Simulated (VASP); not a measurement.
Crystal: GdB.

```
CELL_PARAMETERS angstrom
3.30319 0.00000 0.00000
0.00000 3.30319 0.00000
0.00000 0.00000 3.30319
ATOMIC_POSITIONS crystal
Gd 0.00000 0.00000 0.00000
B 0.50000 0.50000 0.50000
```

The cell was generated, and may not be a known phase.

| Quantity | Value |
| --- | --- |
| Program | VASP 6.6.1 |
| Task | relaxation of cell and atoms |
| Functional | PBE |
| Potentials or basis | VASP PAW PBE potentials, release 64 (Gd, B) |
| Cutoff | 600 eV |
| k mesh | 6 × 6 × 6 |
| Occupations | gaussian, width 0.1 eV |
| Spin | collinear spin, ferromagnetic start |
| Starting moments | [7.0, 0.0] μB |

At the start: pressure -4.3 GPa; volume 18.02 Å³/atom.

Q: Where does the relaxation end?

A: Over 3 steps the energy falls by 13.3 meV/atom and the volume is 17.08 Å³/atom (-5.2 %); space group Pm-3m (No. 221, to 0.1 Å) before and after; moment 6.94 μB per cell.

Step by step:
```tsv
step	energy change (eV)	largest force (eV/Å)	pressure (GPa)	volume (Å³)
1	0.0000	0.0000	-4.34	36.04
2	-0.0233	0.0000	1.58	33.56
3	-0.0265	0.0000	0.03	34.16
```

Final structure:
```
Gd B
1.0
     3.24467    0.00000    0.00000
     0.00000    3.24467    0.00000
     0.00000    0.00000    3.24467
Gd B
1 1
Direct
  0.00000 0.00000 0.00000
  0.50000 0.50000 0.50000
```

Caveat: a cell with one magnetic atom can't hold antiferromagnetic order, which such compounds often take; semilocal functionals describe open f shells poorly, which spoils levels, moments and volumes.
